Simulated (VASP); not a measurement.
# Ga8P8H (a cell with a defect) in VASP: notebook

Ga8P8H (a cell with a defect) is run at these levels: PBE; tasks: single point.

Everything below comes from runs of VASP 6.6.1. Logs are shortened: lines on timing, memory, paths and dates and some standing lists are left out, and cuts for length are marked.

### 1 The cell of the first run

The cell holds a defect, 17 atoms: a = 7.785 Å, b = 7.785 Å, c = 7.785 Å, α = 60.00°, β = 60.00°, γ = 60.00°.

### 2 Single point, PBE (with an interstitial atom, then relaxed in part)

INCAR

```
PREC     = Accurate       # precision mode
ENCUT    = 520            # plane-wave cutoff, eV
EDIFF    = 1E-7           # SCF threshold, eV
ISMEAR   = 0              # smearing method
SIGMA    = 0.01           # smearing width, eV
LREAL    = Auto         
LASPH    = True           # aspherical terms in the spheres
NELM     = 100            # most SCF steps
ALGO     = Normal         # electronic algorithm
ISIF     = 2              # what is computed and relaxed
LWAVE    = False          # write WAVECAR
LCHARG   = True           # write CHGCAR
GGA      = PE             # functional
LELF     = True           # ELF
LVHAR    = True         
NBANDS   = 86             # bands
NELECT   = 144.0
```

KPOINTS

```
regular mesh
0
Gamma
  2 2 2
```

POSCAR

```
Ga8P8H
1.0
    0.0000000000      5.5051169748     -5.5051169748
    5.5051169748      5.5051169748      0.0000000000
    5.5051169748      0.0000000000     -5.5051169748
Ga P H
8 8 1
Direct
    0.4983222993      0.4983222993      0.0016777007
    0.4983222993      0.0016777007      0.0016777007
    1.0016777007      0.4983222993      0.0016777007
    1.0000000000      0.0000000000      0.0000000000
    0.5000000000      0.5000000000      0.5000000000
    0.4983222993      0.0016777007      0.4983222993
    1.0016777007      0.4983222993      0.4983222993
    1.0016777007      0.0016777007      0.4983222993
    0.3752620984      0.3752620984      0.3752620984
    0.3752620984      0.8742137049      0.3752620984
    0.8742137049      0.3752620984      0.3752620984
    0.8725466172      0.8725466172      0.3823601483
    0.3752620984      0.3752620984      0.8742137049
    0.3823601483      0.8725466172      0.8725466172
    0.8725466172      0.3823601483      0.8725466172
    0.8725466172      0.8725466172      0.8725466172
    0.7500000000      0.7500000000      0.7500000000
```

Potentials or basis: VASP PAW PBE potentials, release 64 (Ga_d, P, H).

On the command line:

```console
$ cat potpaw_PBE.64/Ga_d/POTCAR potpaw_PBE.64/P/POTCAR potpaw_PBE.64/H/POTCAR > POTCAR
$ mpirun -np 1 vasp_std > vasp.out
```

OUTCAR:

```text
PREC = Accurate
   ENCUT = 520
   EDIFF = 1E-7
   ISMEAR = 0
   LREAL = Auto
   LASPH = True
   NELM = 100
   ISIF = 2
   GGA = PE
   NELECT = 144.0

 ion  position               nearest neighbor table
   1  0.498  0.498  0.002-  13 2.37   9 2.37  14 2.38  15 2.38
   2  0.498  0.002  0.002-  10 2.37  13 2.37  16 2.38  14 2.38
   3  0.002  0.498  0.002-  11 2.37  13 2.37  16 2.38  15 2.38
   4  0.000  0.000  0.000-  12 2.43  14 2.43  15 2.43  16 2.43
   5  0.500  0.500  0.500-   9 2.38  10 2.38  11 2.38  13 2.38
   6  0.498  0.002  0.498-  10 2.37   9 2.37  12 2.38  14 2.38
[... 8 lines left out ...]
  15  0.873  0.382  0.873-   1 2.38   7 2.38   3 2.38   4 2.43
  16  0.873  0.873  0.873-   2 2.38   3 2.38   8 2.38   4 2.43
  17  0.750  0.750  0.750-

  LATTYP: Found a face centered cubic cell.
 ALAT       =    11.0102339496

  Lattice vectors:

 A1 = (   0.0000000000,   5.5051169748,  -5.5051169748)
 A2 = (   5.5051169748,   5.5051169748,   0.0000000000)
 A3 = (   5.5051169748,   0.0000000000,  -5.5051169748)

Analysis of symmetry for initial positions (statically):
=====================================================================
 Subroutine PRICEL returns:
 Original cell was already a primitive cell.

 Routine SETGRP: Setting up the symmetry group for a
 face centered cubic supercell.

 Subroutine GETGRP returns: Found 24 space group operations
 (whereof 24 operations were pure point group operations)
 out of a pool of 48 trial point group operations.

The static configuration has the point symmetry T_d .

Analysis of symmetry for dynamics (positions and initial velocities):
=====================================================================
 Subroutine PRICEL returns:
 Original cell was already a primitive cell.

 Routine SETGRP: Setting up the symmetry group for a
 face centered cubic supercell.

 Subroutine GETGRP returns: Found 24 space group operations
 (whereof 24 operations were pure point group operations)
 out of a pool of 48 trial point group operations.

The dynamic configuration has the point symmetry T_d .

 Subroutine INISYM returns: Found 24 space group operations
 (whereof 24 operations are pure point group operations),
 and found     1 'primitive' translations

----------------------------------------------------------------------------------------

                                     Primitive cell

  volume of cell :     333.6796

  direct lattice vectors                    reciprocal lattice vectors
     0.000000000  5.505116975 -5.505116975    -0.090824591  0.090824591 -0.090824591
     5.505116975  5.505116975  0.000000000     0.090824591  0.090824591  0.090824591
     5.505116975  0.000000000 -5.505116975     0.090824591 -0.090824591 -0.090824591

  length of vectors
     7.785411088  7.785411088  7.785411088     0.157312807  0.157312807  0.157312807

  position of ions in fractional coordinates (direct lattice)
     0.498322299  0.498322299  0.001677701
     0.498322299  0.001677701  0.001677701
     0.001677701  0.498322299  0.001677701
     0.000000000  0.000000000  0.000000000
     0.500000000  0.500000000  0.500000000
     0.498322299  0.001677701  0.498322299
[... 9 lines left out ...]
     0.872546617  0.872546617  0.872546617
     0.750000000  0.750000000  0.750000000

  ion indices of the primitive-cell ions
   primitive index   ion index
                 1           1
                 2           2
                 3           3
                 4           4
                 5           5
                 6           6
[... 9 lines left out ...]
                16          16
                17          17

----------------------------------------------------------------------------------------

 KPOINTS: regular mesh

Automatic generation of k-mesh.
 Grid dimensions read from file:
 generate k-points for:    2    2    2

 Generating k-lattice:

  Cartesian coordinates                     Fractional coordinates (reciprocal lattice)
    -0.045412296  0.045412296 -0.045412296     0.500000000  0.000000000  0.000000000
     0.045412296  0.045412296  0.045412296     0.000000000  0.500000000  0.000000000
     0.045412296 -0.045412296 -0.045412296     0.000000000  0.000000000  0.500000000

  Length of vectors
     0.078656403  0.078656403  0.078656403

  Shift w.r.t. Gamma in fractional coordinates (k-lattice)
     0.000000000  0.000000000  0.000000000

 Subroutine IBZKPT returns following result:
 ===========================================

 Found      3 irreducible k-points:

 Following reciprocal coordinates:
            Coordinates               Weight
  0.000000  0.000000  0.000000      1.000000
  0.500000  0.000000  0.000000      4.000000
  0.500000  0.500000  0.000000      3.000000
   k-points           NKPTS =      3   k-points in BZ     NKDIM =      3   number of bands    NBANDS=     86
   number of dos      NEDOS =    301   number of ions     NIONS =     17
   total plane-waves  NPLWV = 216000
   dimension x,y,z NGX =    60 NGY =   60 NGZ =   60
   dimension x,y,z NGXF=   120 NGYF=  120 NGZF=  120
   ions per type =               8   8   1
   NGX,Y,Z   is equivalent  to a cutoff of  12.81, 12.81, 12.81 a.u.
   NGXF,Y,Z  is equivalent  to a cutoff of  25.62, 25.62, 25.62 a.u.
 SYSTEM =  unknown system
   PREC   = accura    normal or accurate (medium, high low for compatibility)
   ISTART =      0    job   : 0-new  1-cont  2-samecut
   ICHARG =      2    charge: 1-file 2-atom 10-const
   ISPIN  =      1    spin polarized calculation?
   LNONCOLLINEAR =      F non collinear calculations
   LSORBIT =      F    spin-orbit coupling
   LASPH  =      T    aspherical Exc in radial PAW
   ENCUT  =  520.0 eV  38.22 Ry    6.18 a.u.  14.48 14.48 14.48*2*pi/ulx,y,z
   NELM   =    100;   NELMIN=  2; NELMDL= -5     # of ELM steps
   EDIFF  = 0.1E-06   stopping-criterion for ELM
   LREAL  =      T    real-space projection
   EDIFFG = 0.1E-05   stopping-criterion for IOM
   NSW    =      0    number of steps for IOM
   IBRION =     -1    ionic relax: 0-MD 1-quasi-New 2-CG
   NFREE  =      0    steps in history (QN), initial steepest desc. (CG)
   ISIF   =      2    stress and relaxation
   ISYM   =      2    0-nonsym 1-usesym 2-fastsym
   POTIM  = 0.5000    time-step for ionic-motion
   TEBEG  =    0.0;   TEEND  =   0.0 temperature during run
   PSTRESS=    0.0 pullay stress
   NELECT =     144.0000    total number of electrons
   NUPDOWN=      -1.0000    fix difference up-down
   EMIN   =  10.00;   EMAX   =-10.00  energy-range for DOS
   EFERMI =   0.00;   METHOD = LEGACY
   ISMEAR =     0;   SIGMA  =   0.01  broadening in eV -4-tet -1-fermi 0-gaus
   EFERMI_NEDOS =   21; number of points for ismear=-14 and -15
   IALGO  =     38    algorithm
   IMIX   =      4    mixing-type and parameters
     AMIX     =   0.40;   BMIX     =  1.00
     AMIX_MAG =   1.60;   BMIX_MAG =  1.00
  volume/ion in A,a.u.               =      19.63       132.46
  Fermi-wavevector in a.u.,A,eV,Ry     =   1.237141  2.337857 20.823951  1.530517
  Thomas-Fermi vector in A             =   2.371720
   LORBIT       =      0    0 simple, 1 ext, 2 COOP (PROOUT), +10 PAW based schemes
   GGA     = PE    functional components
   LHFCALC =     F    Hartree Fock is set to
   AEXX    =    0.0000 exact exchange contribution
   IVDW    =     0    specifies the selected vdW correction
   LEPSILON=     F    determine dielectric tensor
   LRPA    =     F    only Hartree local field effects (RPA)
 non-spin polarized calculation
 Gauss-broadening in eV      SIGMA  =   0.01
  energy-cutoff  :      520.00
  volume of cell :      333.68
 maximum number of plane-waves:      9089
 NGX is ok and might be reduce to    60
   NGX = 29   NGY = 29   NGZ = 29

 number of electron     144.0000013 magnetization

 Free energy of the ion-electron system (eV)
  ---------------------------------------------------
  ext. energy  EPLUGINS =         0.00000000
  ---------------------------------------------------
  free energy    TOTEN  =       -77.59321782 eV

  energy without entropy =      -77.59039677  energy(sigma->0) =      -77.59180729

 E-fermi :   4.3605     XC(G=0):  -9.6934

 val. band max:        3.7889522263   @ k =   0.5000   0.0000   0.0000
 cond. band min:       4.3605415791   @ k =   0.5000   0.0000   0.0000
 fundamental gap:      0.5715893528
 Fermi energy:         4.3605415259

 k-point     1 :       0.0000    0.0000    0.0000
  band No.  band energies     occupation
      1     -10.2203      2.00000
      2     -10.2203      2.00000
      3     -10.2203      2.00000
      4     -10.1846      2.00000
      5     -10.1846      2.00000
      6     -10.1846      2.00000
[... 76 lines left out ...]
     83       6.3708      0.00000
     84       8.2883      0.00000

 k-point     2 :       0.5000    0.0000    0.0000
  band No.  band energies     occupation
      1     -10.2034      2.00000
      2     -10.2034      2.00000
      3     -10.2011      2.00000
      4     -10.1937      2.00000
      5     -10.1894      2.00000
      6     -10.1894      2.00000
[... 76 lines left out ...]
     83       9.0725      0.00000
     84       9.1542      0.00000

 k-point     3 :       0.5000    0.5000    0.0000
  band No.  band energies     occupation
      1     -10.2034      2.00000
      2     -10.2034      2.00000
      3     -10.1849      2.00000
      4     -10.1845      2.00000
      5     -10.1795      2.00000
      6     -10.1795      2.00000
[... 76 lines left out ...]
     83       9.1416      0.00000
     84       9.1416      0.00000
 [bands above 84 left out]

------------------------ aborting loop because EDIFF is reached ----------------------------------------

  FORCE on cell =-STRESS in cart. coord.  units (eV):
  Direction    XX          YY          ZZ          XY          YZ          ZX
  --------------------------------------------------------------------------------------
  -------------------------------------------------------------------------------------
  Total       -8.0785315     -8.0785315     -8.0785315     -0.0000000     -0.0000000      0.0000000
  in kB      -38.7894260    -38.7894260    -38.7894260     -0.0000000     -0.0000000      0.0000000
  external PRESSURE =     -38.7894260 kB  Pullay stress =       0.0000000 kB

 VOLUME and BASIS-vectors are now :
 -----------------------------------------------------------------------------
  energy-cutoff  :      520.00
  volume of cell :      333.68
      direct lattice vectors                 reciprocal lattice vectors
     0.000000000  5.505116975 -5.505116975    -0.090824591  0.090824591 -0.090824591
     5.505116975  5.505116975  0.000000000     0.090824591  0.090824591  0.090824591
     5.505116975  0.000000000 -5.505116975     0.090824591 -0.090824591 -0.090824591

 POSITION                                       TOTAL-FORCE (eV/Angst)
 -----------------------------------------------------------------------------------
      2.75256      5.48665     -2.75256        -0.000000      0.001427      0.000000
      0.01847      2.75256     -2.75256        -0.001427     -0.000000      0.000000
      2.75256      2.75256     -0.01847        -0.000000     -0.000000      0.001427
      0.00000      0.00000      0.00000        -0.000000     -0.000000      0.000000
      5.50512      5.50512     -5.50512        -0.000000     -0.000000      0.000000
      2.75256      2.75256     -5.48665        -0.000000     -0.000000     -0.001427
[... 9 lines left out ...]
      9.60694      9.60694     -9.60694        -0.001064     -0.001064      0.001064
      8.25768      8.25768     -8.25768        -0.000000     -0.000000      0.000000
 -----------------------------------------------------------------------------------
    total drift:                               -0.000018     -0.000018      0.000018

  FREE ENERGIE OF THE ION-ELECTRON SYSTEM (eV)
  ---------------------------------------------------
  free  energy   TOTEN  =       -77.5932178152 eV

  energy  without entropy=      -77.5903967681  energy(sigma->0) =      -77.59180729
```

Run time: 6.7 min. Hardware: 1 thread of Intel Xeon 8259CL, shared host; peak memory 0.5 GiB.

Results:

```
Free energy   : -77.5932 eV
Largest force : 0.004 eV/Å
```

Forces in eV/Å, atoms in the order of the input:
```
Ga   0.000  0.001  0.000
Ga  -0.001  0.000  0.000
Ga   0.000  0.000  0.001
Ga   0.000  0.000  0.000
Ga   0.000  0.000  0.000
Ga   0.000  0.000 -0.001
Ga   0.001  0.000  0.000
Ga   0.000 -0.001  0.000
P    0.002  0.002 -0.002
P   -0.002 -0.002 -0.002
P    0.002 -0.002  0.002
P    0.001 -0.001 -0.001
P   -0.002  0.002  0.002
P   -0.001  0.001 -0.001
P    0.001  0.001  0.001
P   -0.001 -0.001  0.001
H    0.000  0.000  0.000
```

Caveat: the k points lie up to 0.49 Å⁻¹ apart; the cell carries a net charge on a neutralising background, which shifts energy and pressure; the cell differs from its parent crystal (with an interstitial atom, then relaxed in part); the cell is charged against a uniform background, so pressure and absolute levels hang on convention.

### 3 Single point, PBE (with an interstitial atom, then relaxed in part)

INCAR

```
ALGO = Normal
EDIFF = 1E-6
ENCUT = 520
GGA = PE
ISIF = 2
ISMEAR = 0
LASPH = T
LCHARG = F
LREAL = Auto
LWAVE = F
NBANDS = 86
NELECT = 146.0
NELM = 60
PREC = Accurate
SIGMA = 0.01
```

KPOINTS

```
k-points
0
Gamma
  2 2 2
```

POSCAR

```
Ga8P8H
1.0
    0.0000000000      5.5051169748     -5.5051169748
    5.5051169748      5.5051169748      0.0000000000
    5.5051169748      0.0000000000     -5.5051169748
Ga P H
8 8 1
Direct
    0.5025197419      0.5025197419     -0.0025197419
    0.5025197419     -0.0025197419     -0.0025197419
    0.9974802581      0.5025197419     -0.0025197419
    1.0000000000      0.0000000000      0.0000000000
    0.5000000000      0.5000000000      0.5000000000
    0.5025197419     -0.0025197419      0.5025197419
    0.9974802581      0.5025197419      0.5025197419
    0.9974802581     -0.0025197419      0.5025197419
    0.3746608459      0.3746608459      0.3746608459
    0.3746608459      0.8760174622      0.3746608459
    0.8760174622      0.3746608459      0.3746608459
    0.8743821634      0.8743821634      0.3768535099
    0.3746608459      0.3746608459      0.8760174622
    0.3768535099      0.8743821634      0.8743821634
    0.8743821634      0.3768535099      0.8743821634
    0.8743821634      0.8743821634      0.8743821634
    0.7500000000      0.7500000000      0.7500000000
```

Potentials or basis: VASP PAW PBE potentials, release 64 (Ga_d, P, H).

On the command line:

```console
$ cat potpaw_PBE.64/Ga_d/POTCAR potpaw_PBE.64/P/POTCAR potpaw_PBE.64/H/POTCAR > POTCAR
$ mpirun -np 1 vasp_std > vasp.out
```

Wall time 6.7 min (1 thread of Intel Xeon 8259CL, shared host); peak memory 0.5 GiB.

The run converged. Its results:

| Quantity | Value |
| --- | --- |
| Free energy | -68.1368 eV |
| Largest force | 0.010 eV/Å |

Forces on the atoms (eV/Å):
```
Ga   0.000  0.000  0.000
Ga   0.000  0.000  0.000
Ga   0.000  0.000  0.000
Ga   0.000  0.000  0.000
Ga   0.000  0.000  0.000
Ga   0.000  0.000  0.000
Ga   0.000  0.000  0.000
Ga   0.000  0.000  0.000
P   -0.006 -0.006  0.006
P    0.006  0.006  0.006
P   -0.006  0.006 -0.006
P    0.001 -0.001 -0.001
P    0.006 -0.006 -0.006
P   -0.001  0.001 -0.001
P    0.001  0.001  0.001
P   -0.001 -0.001  0.001
H    0.000  0.000  0.000
```

Levels at points of the mesh, in eV from the Fermi level:
```tsv
k point	band 71	band 72	band 73	band 74	band 75	band 76
(0.00, 0.00, 0.00)	-1.04	-1.04	-1.04	0.45	0.45	0.45
(0.50, 0.00, 0.00)	-1.65	-1.65	-0.49	0.96	1.00	1.31
(0.50, 0.50, 0.00)	-2.18	-2.18	-0.08	1.09	1.64	1.98
```

Caveat: the k points lie up to 0.49 Å⁻¹ apart; the cell carries a net charge on a neutralising background, which shifts energy and pressure; the cell differs from its parent crystal (with an interstitial atom, then relaxed in part); the cell is charged against a uniform background, so pressure and absolute levels hang on convention.

(Part 1 of 2 ends here.)
